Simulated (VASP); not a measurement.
Wanted: the native input for a VASP 6.6.1 run.

* Task: single point
* Functional: PBE
* Potentials or basis: VASP PAW PBE potentials, release 64 (K_sv, Ta_pv, O)
* Cutoff: 520 eV
* k mesh: 8 × 8 × 8
* Occupations: gaussian, width 0.05 eV
* Spin: no spin polarisation
* Dipole correction: no
* Further INCAR settings: ALGO = Normal; EDIFF = 1e-06; NBANDS = 27

The structure of KTaO3 lies in POSCAR:

```
KTaO3
1.0
    4.0248506931      0.0000000000      0.0000000000
    0.0000000000      4.0248506931      0.0000000000
    0.0000000000      0.0000000000      4.0248506931
K Ta O
1 1 3
Direct
    0.5000000000      0.5000000000      0.5000000000
    0.0000000000      0.0000000000      0.0000000000
    0.5000000000      0.0000000000      0.0000000000
    0.0000000000      0.5000000000      0.0000000000
    0.0000000000      0.0000000000      0.5000000000
```

These files were run (other wordings do the same):

INCAR

```
PREC     = Accurate       # precision mode
ENCUT    = 520            # plane-wave cutoff, eV
EDIFF    = 1E-6           # SCF threshold, eV
ISMEAR   = 0              # smearing method
SIGMA    = 0.05           # smearing width, eV
LREAL    = False          # projectors in reciprocal space
LASPH    = True           # aspherical terms in the spheres
NELM     = 80             # most SCF steps
ALGO     = Normal         # electronic algorithm
ISIF     = 2              # what is computed and relaxed
LWAVE    = False          # write WAVECAR
LCHARG   = True           # write CHGCAR
GGA      = PE             # functional
LELF     = True           # ELF
LVHAR    = True         
NBANDS   = 27             # bands
```

KPOINTS

```
Automatic mesh
0
Gamma
  8 8 8
```

Potentials or basis: VASP PAW PBE potentials, release 64 (K_sv, Ta_pv, O).

The run is started by

```sh
$ cat potpaw_PBE.64/K_sv/POTCAR potpaw_PBE.64/Ta_pv/POTCAR potpaw_PBE.64/O/POTCAR > POTCAR
$ mpirun -np 1 vasp_std > vasp.out
```

Results of the run:

```
Pressure               : 0.5 GPa
Band gap on the k mesh : 2.11 eV, indirect (least direct gap 2.75 eV)
```

Caveat: spin-orbit coupling is left out, which moves the levels of the heavy elements.

Run time: 39 s on 1 thread of AMD EPYC 7R13 Processor (Zen 3), on a shared host, peak memory 0.17 GiB.
